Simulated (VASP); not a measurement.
A run of VASP 6.6.1 is set up as follows.

File INCAR:

```
PREC     = Accurate       # precision mode
ENCUT    = 520            # plane-wave cutoff, eV
EDIFF    = 1E-6           # SCF threshold, eV
ISMEAR   = 0              # smearing method
SIGMA    = 0.01           # smearing width, eV
LREAL    = F              # projectors in reciprocal space
LASPH    = T              # aspherical terms in the spheres
NELM     = 150            # most SCF steps
ALGO     = Normal         # electronic algorithm
ISIF     = 2              # what is computed and relaxed
LWAVE    = F              # write WAVECAR
LCHARG   = T              # write CHGCAR
MAGMOM   = 0 0 0 0 0 0 0 0 0 0 0 0 # initial moments
LORBIT   = 11             # projections on sites
LSORBIT  = T              # spin-orbit coupling
GGA_COMPAT= F            
LORBMOM  = T            
GGA      = PE             # functional
LVHAR    = T            
NBANDS   = 50             # bands
```

The input KPOINTS:

```
Automatic mesh
0
Gamma
  6 6 4
```

The input POSCAR:

```
CdS
1.0
    4.1500000000      0.0000000000      0.0000000000
   -2.0750000000      3.5940054257      0.0000000000
    0.0000000000      0.0000000000      6.7370000000
Cd S
2 2
Direct
    0.3333330000      0.6666670000      0.0000000000
    0.6666670000      0.3333330000      0.5000000000
    0.3333330000      0.6666670000      0.3750000000
    0.6666670000      0.3333330000      0.8750000000
```

Potentials or basis: VASP PAW PBE potentials, release 64 (Cd, S).

Launch:

```bash
$ cat potpaw_PBE.64/Cd/POTCAR potpaw_PBE.64/S/POTCAR > POTCAR
$ mpirun -np 1 vasp_ncl > vasp.out
```

What does it give for the net moment?

0.00 μB per cell.

What does it give for the pressure?

2.4 GPa.

Estimate the largest force.

0.068 eV/Å.

Moments on the atoms (μB; x, y, z):
```
Cd  0.00 0.00 0.00
Cd  0.00 0.00 0.00
S   0.00 0.00 0.00
S   0.00 0.00 0.00
```
